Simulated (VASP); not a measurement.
# InSb (P4/mmm) in VASP: further runs

The runs below take InSb through single point, with PBE.

All numbers are computed with VASP 6.6.1; they aren't measurements. Logs are shortened: lines on timing, memory, paths and dates and some standing lists are left out, and cuts for length are marked.

### Step 1. The cell of the first run

The structure is tetragonal, space group P4/mmm (No. 123). Conventional cell: a = 3.127 Å, b = 3.127 Å, c = 6.089 Å, α = 90.00°, β = 90.00°, γ = 90.00°. Within 4.0 Å of In (site symmetry 4/mmm) lie 2 Sb at 3.04 Å and 4 In at 3.13 Å. Sb (site symmetry 4/mmm) has 2 In at 3.04 Å and 4 Sb at 3.13 Å within 4.0 Å.

### Step 2. Single point, PBE (the cell strained)

File INCAR:

```
  PREC = Accurate
  ENCUT = 500
  EDIFF = 1E-6
  ISMEAR = 0
  SIGMA = 0.15
  LREAL = F
  LASPH = T
  NELM = 120
  ALGO = Normal
  ISIF = 2
  LWAVE = F
  LCHARG = T
  GGA = PE
  LELF = T
  LVHAR = T
  NBANDS = 16
  GGA_COMPAT = F
```

File KPOINTS:

```
regular mesh
0
Gamma
  14 14 8
```

File POSCAR:

```
InSb
1.0
    3.1269598704      0.0000000000      0.0000000000
    0.0000000000      3.1269598704      0.0000000000
    0.0000000000      0.0000000000      6.0886907040
In Sb
1 1
Direct
    0.0000000000      0.0000000000      0.0000000000
    0.0000000000      0.0000000000      0.5000000000
```

Potentials or basis: VASP PAW PBE potentials, release 64 (In_d, Sb).

Command:

```
$ cat potpaw_PBE.64/In_d/POTCAR potpaw_PBE.64/Sb/POTCAR > POTCAR
$ mpirun -np 1 vasp_std > vasp.out
```

OUTCAR:

```text
PREC = Accurate
   ENCUT = 500
   EDIFF = 1E-6
   ISMEAR = 0
   LREAL = F
   LASPH = T
   NELM = 120
   ISIF = 2
   GGA = PE

 ion  position               nearest neighbor table
   1  0.000  0.000  0.000-   2 3.04   2 3.04
   2  0.000  0.000  0.500-   1 3.04   1 3.04

  LATTYP: Found a simple tetragonal cell.
 ALAT       =     3.1269598704
 C/A-ratio  =     1.9471598474

  Lattice vectors:

 A1 = (   3.1269598704,   0.0000000000,   0.0000000000)
 A2 = (   0.0000000000,   3.1269598704,   0.0000000000)
 A3 = (   0.0000000000,   0.0000000000,   6.0886907040)

Analysis of symmetry for initial positions (statically):
=====================================================================
 Subroutine PRICEL returns:
 Original cell was already a primitive cell.

 Routine SETGRP: Setting up the symmetry group for a
 simple tetragonal supercell.

 Subroutine GETGRP returns: Found 16 space group operations
 (whereof 16 operations were pure point group operations)
 out of a pool of 16 trial point group operations.

The static configuration has the point symmetry D_4h.

Analysis of symmetry for dynamics (positions and initial velocities):
=====================================================================
 Subroutine PRICEL returns:
 Original cell was already a primitive cell.

 Routine SETGRP: Setting up the symmetry group for a
 simple tetragonal supercell.

 Subroutine GETGRP returns: Found 16 space group operations
 (whereof 16 operations were pure point group operations)
 out of a pool of 16 trial point group operations.

The dynamic configuration has the point symmetry D_4h.

 Subroutine INISYM returns: Found 16 space group operations
 (whereof 16 operations are pure point group operations),
 and found     1 'primitive' translations

----------------------------------------------------------------------------------------

                                     Primitive cell

  volume of cell :      59.5345

  direct lattice vectors                    reciprocal lattice vectors
     3.126959870  0.000000000  0.000000000     0.319799435  0.000000000  0.000000000
     0.000000000  3.126959870  0.000000000     0.000000000  0.319799435  0.000000000
     0.000000000  0.000000000  6.088690704     0.000000000  0.000000000  0.164238922

  length of vectors
     3.126959870  3.126959870  6.088690704     0.319799435  0.319799435  0.164238922

  position of ions in fractional coordinates (direct lattice)
[... 73 lines left out ...]
   ISPIN  =      1    spin polarized calculation?
   LNONCOLLINEAR =      F non collinear calculations
   LSORBIT =      F    spin-orbit coupling
   LASPH  =      T    aspherical Exc in radial PAW
   ENCUT  =  500.0 eV  36.75 Ry    6.06 a.u.   5.70  5.70 11.10*2*pi/ulx,y,z
   NELM   =    120;   NELMIN=  2; NELMDL= -5     # of ELM steps
   EDIFF  = 0.1E-05   stopping-criterion for ELM
   LREAL  =      F    real-space projection
   EDIFFG = 0.1E-04   stopping-criterion for IOM
   NSW    =      0    number of steps for IOM
   IBRION =     -1    ionic relax: 0-MD 1-quasi-New 2-CG
   NFREE  =      0    steps in history (QN), initial steepest desc. (CG)
   ISIF   =      2    stress and relaxation
   ISYM   =      2    0-nonsym 1-usesym 2-fastsym
   POTIM  = 0.5000    time-step for ionic-motion
   TEBEG  =    0.0;   TEEND  =   0.0 temperature during run
   PSTRESS=    0.0 pullay stress
   NELECT =      18.0000    total number of electrons
   NUPDOWN=      -1.0000    fix difference up-down
   EMIN   =  10.00;   EMAX   =-10.00  energy-range for DOS
   EFERMI =   0.00;   METHOD = LEGACY
   ISMEAR =     0;   SIGMA  =   0.15  broadening in eV -4-tet -1-fermi 0-gaus
   EFERMI_NEDOS =   21; number of points for ismear=-14 and -15
   IALGO  =     38    algorithm
   IMIX   =      4    mixing-type and parameters
     AMIX     =   0.40;   BMIX     =  1.00
     AMIX_MAG =   1.60;   BMIX_MAG =  1.00
  volume/ion in A,a.u.               =      29.77       200.88
  Fermi-wavevector in a.u.,A,eV,Ry     =   1.098777  2.076387 16.426457  1.207311
  Thomas-Fermi vector in A             =   2.235160
   LORBIT       =      0    0 simple, 1 ext, 2 COOP (PROOUT), +10 PAW based schemes
   GGA     = PE    functional components
   LHFCALC =     F    Hartree Fock is set to
   AEXX    =    0.0000 exact exchange contribution
   IVDW    =     0    specifies the selected vdW correction
   LEPSILON=     F    determine dielectric tensor
   LRPA    =     F    only Hartree local field effects (RPA)
 non-spin polarized calculation
 Gauss-broadening in eV      SIGMA  =   0.15
  energy-cutoff  :      500.00
  volume of cell :       59.53
 maximum number of plane-waves:      1532
 NGX is ok and might be reduce to    24
   NGX = 11   NGY = 11   NGZ = 23

 number of electron      17.9999996 magnetization

 Free energy of the ion-electron system (eV)
  ---------------------------------------------------
  ext. energy  EPLUGINS =         0.00000000
  ---------------------------------------------------
  free energy    TOTEN  =        -6.55933133 eV

  energy without entropy =       -6.54501844  energy(sigma->0) =       -6.55217489

 E-fermi :   6.5109     XC(G=0):  -9.6033

 val. band max:        6.5010753314   @ k =   0.2143   0.1429   0.2500
 cond. band min:       6.5215546989   @ k =   0.4286   0.2857   0.0000
 fundamental gap:      0.0204793674
 Fermi energy:         6.5108799374

 k-point     1 :       0.0000    0.0000    0.0000
  band No.  band energies     occupation
      1      -8.3677      2.00000
      2      -8.1879      2.00000
      3      -7.8563      2.00000
      4      -7.8563      2.00000
      5      -7.7840      2.00000
      6      -4.8632      2.00000
[... 433 lines left out ...]
      3      -8.0005      2.00000
      4      -7.9191      2.00000
      5      -7.8839      2.00000
      6      -2.5150      2.00000
[... 8 lines left out ...]
     15      14.6396      0.00000
     16      15.3679      0.00000

 [... further k-points ...]
[... 5 lines left out ...]
  --------------------------------------------------------------------------------------
  -------------------------------------------------------------------------------------
  Total       -0.3499662     -0.3499662      0.6957306      0.0000000      0.0000000     -0.0000000
  in kB       -9.4182053     -9.4182053     18.7233326      0.0000000      0.0000000     -0.0000000
  external PRESSURE =      -0.0376926 kB  Pullay stress =       0.0000000 kB

 VOLUME and BASIS-vectors are now :
 -----------------------------------------------------------------------------
  energy-cutoff  :      500.00
  volume of cell :       59.53
      direct lattice vectors                 reciprocal lattice vectors
     3.126959870  0.000000000  0.000000000     0.319799435  0.000000000  0.000000000
     0.000000000  3.126959870  0.000000000     0.000000000  0.319799435  0.000000000
     0.000000000  0.000000000  6.088690704     0.000000000  0.000000000  0.164238922

 POSITION                                       TOTAL-FORCE (eV/Angst)
 -----------------------------------------------------------------------------------
      0.00000      0.00000      0.00000         0.000000      0.000000      0.000000
      0.00000      0.00000      3.04435         0.000000      0.000000      0.000000
 -----------------------------------------------------------------------------------
    total drift:                                0.000000     -0.000000     -0.000000

  FREE ENERGIE OF THE ION-ELECTRON SYSTEM (eV)
  ---------------------------------------------------
  free  energy   TOTEN  =        -6.5593313287 eV

  energy  without entropy=       -6.5450184418  energy(sigma->0) =       -6.55217489
```

stdout:

```text
POSCAR found type information on POSCAR InSb
 POSCAR found :  2 types and       2 ions
 scaLAPACK will be used
 LDA part: xc-table for (Slater+PW92), standard interpolation
 POSCAR, INCAR and KPOINTS ok, starting setup
 FFT: planning ... GRIDC
 FFT: planning ... GRID_SOFT
 FFT: planning ... GRID
 WAVECAR not read
 entering main loop
```

Run time: 35 s. Hardware: 1 thread of Intel Xeon 6975P-C (Granite Rapids), shared host; peak memory 0.3 GiB.

What came out:

| Quantity | Value |
| --- | --- |
| Free energy | -6.5593 eV |
| Pressure | 0.0 GPa |
| Band gap on the k mesh | zero (bands 9 and 10 overlap by 5.43 eV) |

Caveat: the cell differs from its parent crystal (the cell strained); spin-orbit coupling is left out, which moves the levels of the heavy elements.

### Step 3. Single point, PBE (the cell strained)

File INCAR:

```
SYSTEM = InSb
  ALGO = Normal
  EDIFF = 1E-6
  ENCUT = 500
  GGA = PE
  GGA_COMPAT = .FALSE.
  ISIF = 2
  ISMEAR = 0
  LASPH = .TRUE.
  LCHARG = .TRUE.
  LELF = .TRUE.
  LREAL = .FALSE.
  LVHAR = .TRUE.
  LWAVE = .FALSE.
  NBANDS = 16
  NELM = 120
  PREC = Accurate
  SIGMA = 0.15
```

File KPOINTS:

```
k-points
0
G
  14 14 8
  0 0 0
```

File POSCAR:

```
InSb
1.0
    3.0549407284      0.0000000000      0.0000000000
    0.0000000000      3.0549407284      0.0000000000
    0.0000000000      0.0000000000      6.3791923798
In Sb
1 1
Direct
    0.0000000000      0.0000000000      0.0000000000
    0.0000000000      0.0000000000      0.5000000000
```

Potentials or basis: VASP PAW PBE potentials, release 64 (In_d, Sb).

Command:

```
$ cat potpaw_PBE.64/In_d/POTCAR potpaw_PBE.64/Sb/POTCAR > POTCAR
$ mpirun -np 1 vasp_std > vasp.out
```

Wall time 36 s (1 thread of Intel Xeon 6975P-C (Granite Rapids), shared host); peak memory 0.29 GiB.

The run converged. Its results:

| Property | Result |
| --- | --- |
| Free energy | -6.5580 eV |
| Pressure | 0.2 GPa |
| Band gap on the k mesh | zero (bands 9 and 10 overlap by 6.16 eV) |

Stress tensor (GPa, compression positive):
```
 1.24  0.00  0.00
 0.00  1.24  0.00
 0.00  0.00 -1.79
```

Levels at points of the mesh, in eV from the Fermi level:
| k point | band 5 | band 6 | band 7 | band 8 | band 9 | band 10 | band 11 | band 12 | band 13 | band 14 |
| --- | --- | --- | --- | --- | --- | --- | --- | --- | --- | --- |
| (0.00, 0.00, 0.00) | -14.32 | -11.59 | -7.06 | -4.52 | 4.39 | 4.39 | 4.43 | 7.90 | 7.91 | 8.90 |
| (0.50, 0.00, 0.00) | -14.36 | -8.86 | -5.02 | -3.44 | -2.10 | -1.77 | 2.93 | 6.62 | 7.11 | 10.48 |
| (0.50, 0.50, 0.00) | -14.12 | -5.92 | -2.83 | -2.83 | 0.21 | 0.61 | 0.88 | 0.88 | 2.83 | 5.91 |
| (0.00, 0.00, 0.50) | -14.32 | -11.49 | -8.08 | -1.31 | -0.11 | 4.53 | 4.53 | 7.95 | 8.28 | 8.28 |
| (0.50, 0.00, 0.50) | -14.35 | -8.82 | -4.80 | -4.68 | -2.43 | 1.32 | 2.82 | 5.45 | 6.26 | 6.74 |
| (0.50, 0.50, 0.50) | -14.12 | -5.91 | -2.67 | -2.67 | -1.30 | 0.33 | 0.33 | 3.10 | 4.36 | 4.68 |

Caveat: the cell differs from its parent crystal (the cell strained); spin-orbit coupling is left out, which moves the levels of the heavy elements.

### Step 4. Single point, PBE (the cell strained)

File INCAR:

```
  PREC = Accurate
  ENCUT = 500
  EDIFF = 1E-6
  ISMEAR = 0
  SIGMA = 0.15
  LREAL = False
  LASPH = True
  NELM = 120
  ALGO = Normal
  ISIF = 2
  LWAVE = False
  LCHARG = False
  GGA = PE
  NBANDS = 16
  GGA_COMPAT = False
```

File KPOINTS:

```
regular mesh
0
Gamma
  14 14 8
```

File POSCAR:

```
InSb
1.0
    3.0187766099      0.0000000000      0.0000000000
    0.0000000000      3.0187766099      0.0000000000
    0.0000000000      0.0000000000      6.5250666119
In Sb
1 1
Direct
    0.0000000000      0.0000000000      0.0000000000
    0.0000000000      0.0000000000      0.5000000000
```

Command:

```
$ cat potpaw_PBE.64/In_d/POTCAR potpaw_PBE.64/Sb/POTCAR > POTCAR
$ mpirun -np 1 vasp_std > vasp.out
```

Run time: 37 s. Hardware: 1 thread of Intel Xeon 6975P-C (Granite Rapids), shared host; peak memory 0.29 GiB.

Results (log left out):

```
Free energy            : -6.5204 eV
Pressure               : 0.7 GPa
Band gap on the k mesh : zero (bands 9 and 10 overlap by 5.76 eV)
```

Stress tensor (GPa, compression positive):
```
 2.61  0.00  0.00
 0.00  2.61  0.00
 0.00  0.00 -3.10
```

Levels at points of the mesh, in eV from the Fermi level:
| k point | band 6 | band 7 | band 8 | band 9 | band 10 | band 11 | band 12 | band 13 |
| --- | --- | --- | --- | --- | --- | --- | --- | --- |
| (0.00, 0.00, 0.00) | -11.75 | -7.31 | -4.56 | 3.78 | 4.61 | 4.61 | 7.35 | 8.03 |
| (0.50, 0.00, 0.00) | -8.87 | -5.16 | -3.51 | -2.00 | -1.98 | 2.85 | 6.58 | 6.98 |
| (0.50, 0.50, 0.00) | -5.74 | -2.89 | -2.89 | 0.44 | 0.72 | 0.80 | 0.80 | 2.83 |
| (0.00, 0.00, 0.50) | -11.67 | -8.17 | -1.70 | -0.42 | 4.71 | 4.71 | 8.06 | 8.55 |
| (0.50, 0.00, 0.50) | -8.84 | -4.99 | -4.58 | -2.53 | 1.04 | 2.64 | 5.15 | 6.01 |
| (0.50, 0.50, 0.50) | -5.73 | -2.77 | -2.77 | -1.00 | 0.35 | 0.35 | 3.05 | 4.19 |

Caveat: the cell differs from its parent crystal (the cell strained); spin-orbit coupling is left out, which moves the levels of the heavy elements.

### Step 5. Single point, PBE (the cell strained)

File INCAR:

```
SYSTEM = InSb
PREC = Accurate
ENCUT = 500
EDIFF = 1E-6
ISMEAR = 0
SIGMA = 0.15
LREAL = .FALSE.
LASPH = .TRUE.
NELM = 120
ALGO = Normal
ISIF = 2
LWAVE = .FALSE.
LCHARG = .TRUE.
GGA = PE
LELF = .TRUE.
LVHAR = .TRUE.
NBANDS = 16
GGA_COMPAT = .FALSE.
```

File KPOINTS:

```
Automatic mesh
0
G
  14 14 8
  0 0 0
```

File POSCAR:

```
InSb
1.0
    3.1631239889      0.0000000000      0.0000000000
    0.0000000000      3.1631239889      0.0000000000
    0.0000000000      0.0000000000      5.9428164719
In Sb
1 1
Direct
    0.0000000000      0.0000000000      0.0000000000
    0.0000000000      0.0000000000      0.5000000000
```

Command:

```
$ cat potpaw_PBE.64/In_d/POTCAR potpaw_PBE.64/Sb/POTCAR > POTCAR
$ mpirun -np 1 vasp_std > vasp.out
```

Wall time 33 s (1 thread of Intel Xeon 6975P-C (Granite Rapids), shared host); peak memory 0.29 GiB.

It converged, with:

```yaml
Free_energy: -6.5213 eV
Pressure: 0.3 GPa
Band_gap_on_the_k_mesh: zero (bands 9 and 10 overlap by 5.33 eV)
```

Stress tensor (GPa, compression positive):
```
-1.58  0.00  0.00
 0.00 -1.58  0.00
 0.00  0.00  4.17
```

Levels at points of the mesh, in eV from the Fermi level:
```
           k point  band 6  band 7  band 8  band 9  band 10  band 11  band 12  band 13
(0.00, 0.00, 0.00)  -11.30   -6.27   -4.47    3.66     3.66     6.57     7.43     8.11
(0.50, 0.00, 0.00)   -8.96   -4.76   -3.13   -2.46    -1.12     3.16     5.52     8.96
(0.50, 0.50, 0.00)   -6.52   -2.80   -2.80   -0.57     0.38     1.19     1.19     2.76
(0.00, 0.00, 0.50)  -11.12   -7.97   -0.05    0.94     3.93     3.93     7.42     7.42
(0.50, 0.00, 0.50)   -8.88   -5.08   -4.35   -2.24     2.29     3.49     5.76     6.45
(0.50, 0.50, 0.50)   -6.50   -2.48   -2.48   -2.25     0.21     0.21     3.20     4.51
```

Caveat: the cell differs from its parent crystal (the cell strained); spin-orbit coupling is left out, which moves the levels of the heavy elements.

### Step 6. The runs side by side

| cell | gap on the mesh (eV) | pressure (GPa) |
| --- | --- | --- |
| a = 3.127, b = 3.127, c = 6.089 Å, 2 atoms | none | 0.0 |
| a = 3.055, b = 3.055, c = 6.379 Å, 2 atoms | none | 0.2 |
| a = 3.019, b = 3.019, c = 6.525 Å, 2 atoms | none | 0.7 |
| a = 3.163, b = 3.163, c = 5.943 Å, 2 atoms | none | 0.3 |

Alike in all rows: task single point; level PBE; potentials or basis VASP PAW PBE potentials, release 64 (In_d, Sb); no spin polarisation; k mesh 14 × 14 × 8; cutoff (eV) 500; smearing gaussian 0.15 eV.

Caveats: spin-orbit coupling is left out, which moves the levels of the heavy elements.

Absolute energies hang on the potentials; compare differences alone.
